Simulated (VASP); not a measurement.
TaO5: single point with PBE

TaO5:

```
Ta O
1.0
     4.01148    0.00000    0.00000
    -2.00574    3.47404    0.00000
     0.00000    0.00000    4.88452
Ta O
1 5
Direct
  0.00000 0.00000 0.00000
  0.00000 0.00000 0.35859
  0.00000 0.00000 0.64141
  0.62156 0.00000 0.50000
  0.00000 0.62156 0.50000
  0.37844 0.37844 0.50000
```

The cell was built from a structure type or drawn by symmetry, and may not be a known phase.

| Item | Value |
| --- | --- |
| Program | VASP 6.6.1 |
| Task | single point |
| Functional | PBE |
| Potentials or basis | VASP PAW PBE potentials, release 64 (Ta_sv_GW, O) |
| Cutoff | 600 eV |
| k mesh | 6 × 6 × 4 |
| Occupations | gaussian, width 0.1 eV |
| Spin | no spin polarisation |

```json
{
  "Pressure": "60.9 GPa",
  "Largest force": "9.033 eV/Å",
  "Band gap on the k mesh": "zero (an odd number of electrons rules out a gap without spin polarisation)"
}
```

Forces on the atoms (eV/Å):
```
Ta   0.000  0.000  0.000
O    0.000  0.000 -5.232
O    0.000  0.000  5.232
O   -9.033  0.000  0.000
O    4.516 -7.822  0.000
O    4.516  7.822  0.000
```

Stress tensor (GPa, compression positive):
```
51.42  0.00  0.00
 0.00 51.42  0.00
 0.00  0.00 79.96
```

Levels at points of the mesh, in eV from the Fermi level:
| k point | band 17 | band 18 | band 19 | band 20 | band 21 | band 22 | band 23 | band 24 | band 25 | band 26 |
| --- | --- | --- | --- | --- | --- | --- | --- | --- | --- | --- |
| (0.00, 0.00, 0.00) | -2.96 | -0.61 | -0.61 | -0.35 | -0.35 | 0.07 | 0.28 | 0.28 | 1.20 | 1.20 |
| (0.50, 0.00, 0.00) | -2.17 | -1.21 | -0.81 | -0.56 | -0.47 | -0.29 | 0.92 | 1.38 | 1.48 | 1.97 |
| (0.00, 0.00, 0.50) | -1.33 | -1.04 | -1.04 | -0.78 | -0.78 | -0.18 | 0.04 | 0.34 | 0.34 | 1.08 |
| (0.50, 0.00, 0.50) | -3.55 | -1.30 | -0.97 | -0.86 | -0.18 | -0.02 | 0.09 | 0.30 | 0.66 | 1.42 |

It took 70 s on 1 thread of Intel(R) Xeon(R) Platinum 8259CL CPU @ 2.50GHz (Skylake/Cascade Lake), on a shared host, peak memory 0.22 GiB.

Caveat: the cell stands under pressure; spin-orbit coupling is left out, which moves the levels of the heavy elements; an odd number of electrons without spin polarisation forces a metal; a magnetic or distorted state may lie lower.
